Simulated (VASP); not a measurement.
# Al2O3 (R-3c) in VASP: a series of runs, part 2 of 2

VASP 6.6.1.

### 3 Relaxation of cell and atoms, LDA

This run uses another cell than the first one, of 8.48 Å³/atom.

Input file INCAR:

```
ALGO     = Normal         # electronic algorithm
EDIFF    = 1E-6           # SCF threshold, eV
EDIFFG   = -0.005         # ionic threshold
ENCUT    = 600            # plane-wave cutoff, eV
IBRION   = 2              # ionic algorithm
ISIF     = 3              # what is computed and relaxed
ISMEAR   = 0              # smearing method
LASPH    = T              # aspherical terms in the spheres
LCHARG   = F              # write CHGCAR
LREAL    = F              # projectors in reciprocal space
LWAVE    = F              # write WAVECAR
NELM     = 60             # most SCF steps
NSW      = 100            # ionic steps
PREC     = Accurate       # precision mode
SIGMA    = 0.02           # smearing width, eV
```

Input file KPOINTS:

```
k-points
0
Gamma
  6 6 6
```

Input file POSCAR:

```
Al2O3
1.0
    2.3785015489      1.3732285095      4.3292300000
   -2.3785015489      1.3732285095      4.3292300000
    0.0000000000     -2.7464570191      4.3292300000
Al O
4 6
Direct
    0.8521800000      0.8521800000      0.8521800000
    0.6478200000      0.6478200000      0.6478200000
    0.1478200000      0.1478200000      0.1478200000
    0.3521800000      0.3521800000      0.3521800000
    0.0562500000      0.4437500000      0.7500000000
    0.7500000000      0.0562500000      0.4437500000
    0.4437500000      0.7500000000      0.0562500000
    0.9437500000      0.5562500000      0.2500000000
    0.2500000000      0.9437500000      0.5562500000
    0.5562500000      0.2500000000      0.9437500000
```

Potentials or basis: VASP PAW LDA potentials, release 64 (Al, O).

Run with:

```sh
$ cat potpaw_LDA.64/Al/POTCAR potpaw_LDA.64/O/POTCAR > POTCAR
$ mpirun -np 1 vasp_std > vasp.out
```

OUTCAR:

```text
EDIFF = 1E-6
   EDIFFG = -0.005
   ENCUT = 600
   IBRION = 2
   ISIF = 3
   ISMEAR = 0
   LASPH = T
   LREAL = F
   NELM = 60
   NSW = 100
   PREC = Accurate

 ion  position               nearest neighbor table
   1  0.852  0.852  0.852-  10 1.85   9 1.85   8 1.85   7 1.97   5 1.97   6 1.97   2 2.65   3 2.79
                             3 2.79   3 2.79   2 3.22   2 3.22   2 3.22
   2  0.648  0.648  0.648-   9 1.85  10 1.85   8 1.85   6 1.97   5 1.97   7 1.97   1 2.65   4 2.79
                             4 2.79   4 2.79   1 3.22   1 3.22   1 3.22
   3  0.148  0.148  0.148-   7 1.85   6 1.85   5 1.85  10 1.97   8 1.97   9 1.97   4 2.65   1 2.79
                             1 2.79   1 2.79   4 3.22   4 3.22   4 3.22
   4  0.352  0.352  0.352-   6 1.85   7 1.85   5 1.85   9 1.97   8 1.97  10 1.97   3 2.65   2 2.79
                             2 2.79   2 2.79   3 3.22   3 3.22   3 3.22
   5  0.056  0.444  0.750-   3 1.85   4 1.85   1 1.97   2 1.97
   6  0.750  0.056  0.444-   4 1.85   3 1.85   2 1.97   1 1.97
   7  0.444  0.750  0.056-   3 1.85   4 1.85   1 1.97   2 1.97
   8  0.944  0.556  0.250-   1 1.85   2 1.85   3 1.97   4 1.97
   9  0.250  0.944  0.556-   2 1.85   1 1.85   4 1.97   3 1.97
  10  0.556  0.250  0.944-   1 1.85   2 1.85   3 1.97   4 1.97

  LATTYP: Found a trigonal (rhomboedric) cell.
 ALAT       =     5.1269151105
 COS(alpha) =     0.5695481095

  Lattice vectors:

 A1 = (   2.3785015489,   1.3732285095,   4.3292300000)
 A2 = (  -2.3785015489,   1.3732285095,   4.3292300000)
 A3 = (   0.0000000000,  -2.7464570191,   4.3292300000)

Analysis of symmetry for initial positions (statically):
=====================================================================
 Subroutine PRICEL returns:
 Original cell was already a primitive cell.

 Routine SETGRP: Setting up the symmetry group for a
 trigonal (rhombohedral) supercell.

 Subroutine GETGRP returns: Found 12 space group operations
 (whereof  6 operations were pure point group operations)
 out of a pool of 12 trial point group operations.

The static configuration has the point symmetry S_6 .
 The point group associated with its full space group is D_3d.

Analysis of symmetry for dynamics (positions and initial velocities):
=====================================================================
 Subroutine PRICEL returns:
 Original cell was already a primitive cell.

 Routine SETGRP: Setting up the symmetry group for a
 trigonal (rhombohedral) supercell.

 Subroutine GETGRP returns: Found 12 space group operations
 (whereof  6 operations were pure point group operations)
 out of a pool of 12 trial point group operations.

The dynamic configuration has the point symmetry S_6 .
 The point group associated with its full space group is D_3d.

 Subroutine INISYM returns: Found 12 space group operations
 (whereof  6 operations are pure point group operations),
 and found     1 'primitive' translations

----------------------------------------------------------------------------------------

                                     Primitive cell

  volume of cell :      84.8415

  direct lattice vectors                    reciprocal lattice vectors
     2.378501549  1.373228510  4.329230000     0.210216386  0.121368487  0.076995986
    -2.378501549  1.373228510  4.329230000    -0.210216386  0.121368487  0.076995986
     0.000000000 -2.746457019  4.329230000     0.000000000 -0.242736974  0.076995986

  length of vectors
     5.126915111  5.126915111  5.126915111     0.254655887  0.254655887  0.254655887

  position of ions in fractional coordinates (direct lattice)
[... 82 lines left out ...]
   ions per type =               4   6
   NGX,Y,Z   is equivalent  to a cutoff of  13.62, 13.62, 13.62 a.u.
   NGXF,Y,Z  is equivalent  to a cutoff of  27.24, 27.24, 27.24 a.u.
 SYSTEM =  unknown system
   PREC   = accura    normal or accurate (medium, high low for compatibility)
   ISTART =      0    job   : 0-new  1-cont  2-samecut
   ICHARG =      2    charge: 1-file 2-atom 10-const
   ISPIN  =      1    spin polarized calculation?
   LNONCOLLINEAR =      F non collinear calculations
   LSORBIT =      F    spin-orbit coupling
   LASPH  =      T    aspherical Exc in radial PAW
   ENCUT  =  600.0 eV  44.10 Ry    6.64 a.u.  10.24 10.24 10.24*2*pi/ulx,y,z
   NELM   =     60;   NELMIN=  2; NELMDL= -5     # of ELM steps
   EDIFF  = 0.1E-05   stopping-criterion for ELM
   LREAL  =      F    real-space projection
   EDIFFG = -.5E-02   stopping-criterion for IOM
   NSW    =    100    number of steps for IOM
   IBRION =      2    ionic relax: 0-MD 1-quasi-New 2-CG
   NFREE  =      1    steps in history (QN), initial steepest desc. (CG)
   ISIF   =      3    stress and relaxation
   ISYM   =      2    0-nonsym 1-usesym 2-fastsym
   POTIM  = 0.5000    time-step for ionic-motion
   TEBEG  =    0.0;   TEEND  =   0.0 temperature during run
   PSTRESS=    0.0 pullay stress
   NELECT =      48.0000    total number of electrons
   NUPDOWN=      -1.0000    fix difference up-down
   EMIN   =  10.00;   EMAX   =-10.00  energy-range for DOS
   EFERMI =   0.00;   METHOD = LEGACY
   ISMEAR =     0;   SIGMA  =   0.02  broadening in eV -4-tet -1-fermi 0-gaus
   EFERMI_NEDOS =   21; number of points for ismear=-14 and -15
   IALGO  =     38    algorithm
   IMIX   =      4    mixing-type and parameters
     AMIX     =   0.40;   BMIX     =  1.00
     AMIX_MAG =   1.60;   BMIX_MAG =  1.00
  volume/ion in A,a.u.               =       8.48        57.25
  Fermi-wavevector in a.u.,A,eV,Ry     =   1.354002  2.558692 24.943839  1.833320
  Thomas-Fermi vector in A             =   2.481210
   LORBIT       =      0    0 simple, 1 ext, 2 COOP (PROOUT), +10 PAW based schemes
   GGA     = CA    functional components
   LHFCALC =     F    Hartree Fock is set to
   AEXX    =    0.0000 exact exchange contribution
   IVDW    =     0    specifies the selected vdW correction
   LEPSILON=     F    determine dielectric tensor
   LRPA    =     F    only Hartree local field effects (RPA)
 conjugate gradient relaxation of ions
 non-spin polarized calculation
 Gauss-broadening in eV      SIGMA  =   0.02
  energy-cutoff  :      600.00
  volume of cell :       84.84
 maximum number of plane-waves:      2867
 NGX is ok and might be reduce to    42
   NGX = 21   NGY = 21   NGZ = 21

--------------------------------------- Ionic step        1  -------------------------------------------

 number of electron      48.0000002 magnetization

 Free energy of the ion-electron system (eV)
  ---------------------------------------------------
  ext. energy  EPLUGINS =         0.00000000
  ---------------------------------------------------
  free energy    TOTEN  =       -83.11126650 eV

  energy without entropy =      -83.11126650  energy(sigma->0) =      -83.11126650

------------------------ aborting loop because EDIFF is reached ----------------------------------------

  FORCE on cell =-STRESS in cart. coord.  units (eV):
  Direction    XX          YY          ZZ          XY          YZ          ZX
  --------------------------------------------------------------------------------------
  -------------------------------------------------------------------------------------
  Total       -2.2215979     -2.2215979     -2.5427429      0.0000000      0.0000000      0.0000000
  in kB      -41.9534701    -41.9534701    -48.0180891      0.0000000      0.0000000      0.0000000
  external PRESSURE =     -43.9750098 kB  Pullay stress =       0.0000000 kB
[... 207 lines left out ...]
--------------------------------------- Ionic step        6  -------------------------------------------

 number of electron      48.0000004 magnetization

 Free energy of the ion-electron system (eV)
  ---------------------------------------------------
  ext. energy  EPLUGINS =         0.00000000
  ---------------------------------------------------
  free energy    TOTEN  =       -83.13261075 eV

  energy without entropy =      -83.13261075  energy(sigma->0) =      -83.13261075

 E-fermi :   6.1279     XC(G=0): -12.2613

 val. band max:        6.0468250333   @ k =   0.0000   0.0000   0.0000
 cond. band min:      12.4703478331   @ k =   0.0000   0.0000   0.0000
 fundamental gap:      6.4235227998
 Fermi energy:         6.1279424285

 k-point     1 :       0.0000    0.0000    0.0000
  band No.  band energies     occupation
      1     -13.1293      2.00000
      2     -10.6161      2.00000
      3     -10.3121      2.00000
      4     -10.3121      2.00000
      5      -9.9693      2.00000
      6      -9.9693      2.00000
[... 781 lines left out ...]
     29      16.6150      0.00000
     30      17.1707      0.00000

 [... further k-points ...]

------------------------ aborting loop because EDIFF is reached ----------------------------------------

  FORCE on cell =-STRESS in cart. coord.  units (eV):
  Direction    XX          YY          ZZ          XY          YZ          ZX
  --------------------------------------------------------------------------------------
  -------------------------------------------------------------------------------------
  Total        0.0437390      0.0437390      0.0318220      0.0000000     -0.0000000     -0.0000000
  in kB        0.8407523      0.8407523      0.6116826      0.0000000     -0.0000000     -0.0000000
  external PRESSURE =       0.7643958 kB  Pullay stress =       0.0000000 kB
[... 25 lines left out ...]
  FREE ENERGIE OF THE ION-ELECTRON SYSTEM (eV)
  ---------------------------------------------------
  free  energy   TOTEN  =       -83.1326107479 eV

  energy  without entropy=      -83.1326107479  energy(sigma->0) =      -83.13261075

 reached required accuracy - stopping structural energy minimisation
```

Run time: 4.8 min. Hardware: 1 thread of Intel Xeon Platinum 8488C (Sapphire Rapids), shared host; peak memory 0.25 GiB.

What came out:

```yaml
Free_energy: -83.1326 eV
Relaxed_volume: 8.34 Å³/atom
Relaxed_cell: a = 5.093 Å, b = 5.093 Å, c = 5.093 Å, α = 55.36°, β = 55.36°, γ = 55.36°
Space_group_after_relaxing_to_0.1_Å: R-3c (No. 167)
Energy_gained_by_relaxing: 2.1 meV/atom
Ionic_steps: 6
Pressure_after_relaxing: 0.1 GPa
Band_gap_on_the_k_mesh: 6.42 eV
```

Forces on the atoms (eV/Å):
```
Al   0.000  0.000  0.002
Al   0.000  0.000 -0.002
Al   0.000  0.000 -0.002
Al   0.000  0.000  0.002
O    0.001  0.000  0.000
O   -0.001  0.001  0.000
O   -0.001 -0.001  0.000
O   -0.001  0.000  0.000
O    0.001 -0.001  0.000
O    0.001  0.001  0.000
```

The path:
```
step  energy change (eV)  largest force (eV/Å)  pressure (GPa)  volume (Å³)
   1              0.0000                0.0781           -4.40        84.84
   2             -0.0024                0.0568            4.45        82.01
   3             -0.0212                0.0282            0.02        83.37
   4             -0.0212                0.0276            0.12        83.34
   5             -0.0213                0.0086            0.06        83.35
   6             -0.0213                0.0025            0.08        83.35
```

Final structure:
```cif
data_structure
_symmetry_space_group_name_H-M 'P 1'
_symmetry_Int_Tables_number 1
_cell_length_a 5.0930
_cell_length_b 5.0930
_cell_length_c 5.0930
_cell_angle_alpha 55.364
_cell_angle_beta 55.364
_cell_angle_gamma 55.364
_cell_volume 83.35
loop_
_atom_site_label
_atom_site_type_symbol
_atom_site_fract_x
_atom_site_fract_y
_atom_site_fract_z
_atom_site_occupancy
Al1 Al 0.85199 0.85199 0.85199 1
Al2 Al 0.64801 0.64801 0.64801 1
Al3 Al 0.14801 0.14801 0.14801 1
Al4 Al 0.35199 0.35199 0.35199 1
O1 O 0.05574 0.44426 0.75000 1
O2 O 0.75000 0.05574 0.44426 1
O3 O 0.44426 0.75000 0.05574 1
O4 O 0.94426 0.55574 0.25000 1
O5 O 0.25000 0.94426 0.55574 1
O6 O 0.55574 0.25000 0.94426 1
```

Levels at points of the mesh, in eV from the valence-band top:
| k point | band 20 | band 21 | band 22 | band 23 | band 24 | band 25 | band 26 | band 27 | band 28 | band 29 |
| --- | --- | --- | --- | --- | --- | --- | --- | --- | --- | --- |
| (0.00, 0.00, 0.00) | -0.52 | -0.52 | -0.04 | -0.04 | 0.00 | 6.42 | 9.08 | 10.78 | 11.54 | 11.54 |
| (0.50, 0.00, 0.00) | -1.35 | -0.94 | -0.94 | -0.29 | -0.29 | 9.46 | 9.46 | 9.74 | 9.74 | 11.62 |
| (0.50, 0.50, 0.00) | -1.34 | -1.05 | -0.94 | -0.77 | -0.26 | 9.45 | 9.84 | 9.96 | 10.47 | 11.08 |
| (0.50, 0.50, 0.50) | -2.08 | -0.39 | -0.39 | -0.39 | -0.39 | 8.75 | 8.75 | 11.00 | 11.00 | 12.54 |

A k mesh can miss the band edges. Zero-point motion and thermal expansion aren't in these numbers.

### 4 Comparison with measurements

Step 2. Against the measured gap of Al2O3, 8.7 eV (optical; quoted in “Multi-petahertz electron interference in Cr:Al2O3 solid-state material”, 2018, pmc:5906618), the calculated 6.44 eV is off by -2.26 eV. The value is that of LDA on a finite k mesh, which can miss the band edges, without temperature or zero-point motion. Semilocal functionals fall short of measured gaps as a rule.
